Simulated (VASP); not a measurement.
Set up this calculation in VASP 6.6.1, as the native input.

| Quantity | Value |
| --- | --- |
| Task | relaxation of cell and atoms |
| Functional | PBE |
| Potentials or basis | VASP PAW PBE potentials, release 64 (Si, Te, S) |
| Cutoff | 600 eV |
| k mesh | 6 × 6 × 4 |
| Occupations | gaussian, width 0.1 eV |
| Spin | no spin polarisation |
| Dipole correction | no |
| Further INCAR settings | ALGO = Normal; EDIFF = 1e-06; IBRION = 2; EDIFFG = -0.04; NSW = 90; ISIF = 3 |

The structure of Si2TeS3 lies in POSCAR:

```
Si2TeS3
1.0
    5.7233880800      0.0000000000      0.0000000000
   -2.8616940400      4.9565994700      0.0000000000
    0.0000000000      0.0000000000      4.6535164400
Si Te S
2 1 3
Direct
    0.3333333300      0.6666666700      0.0000000000
    0.6666666700      0.3333333300      0.0000000000
    0.0000000000      0.0000000000      0.0000000000
    0.5000000000      0.0000000000      0.5000000000
    0.0000000000      0.5000000000      0.5000000000
    0.5000000000      0.5000000000      0.5000000000
```

The cell was generated, and may not be a known phase.

These files were run (other wordings do the same):

INCAR

```
SYSTEM = Si2TeS3
  ALGO = Normal
  EDIFF = 1E-6
  EDIFFG = -0.04
  ENCUT = 600
  GGA = PE
  IBRION = 2
  ISIF = 3
  ISMEAR = 0
  LASPH = .TRUE.
  LCHARG = .FALSE.
  LREAL = .FALSE.
  LWAVE = .FALSE.
  NELM = 60
  NSW = 90
  PREC = Accurate
  SIGMA = 0.1
```

KPOINTS

```
k-points
0
G
  6 6 4
  0 0 0
```

Potentials or basis: VASP PAW PBE potentials, release 64 (Si, Te, S).

Launch:

```console
$ cat potpaw_PBE.64/Si/POTCAR potpaw_PBE.64/Te/POTCAR potpaw_PBE.64/S/POTCAR > POTCAR
$ mpirun -np 1 vasp_std > vasp.out
```

Results of the run:

```yaml
Relaxed_volume: 19.09 Å³/atom
Relaxed_cell: a = 5.267 Å, b = 5.267 Å, c = 4.768 Å, α = 90.00°, β = 90.00°, γ = 120.00°
Space_group_after_relaxing_to_0.1_Å: P6/mmm (No. 191)
Energy_gained_by_relaxing: 94.4 meV/atom
Ionic_steps: 10
Pressure_after_relaxing: 0.0 GPa
Band_gap_on_the_k_mesh: zero (bands 16 and 17 overlap by 1.45 eV)
```

Caveat: spin-orbit coupling is left out, which moves the levels of the heavy elements.

Run time: 11 min on 1 thread of Intel Xeon 8259CL (shared host), peak memory 0.34 GiB.
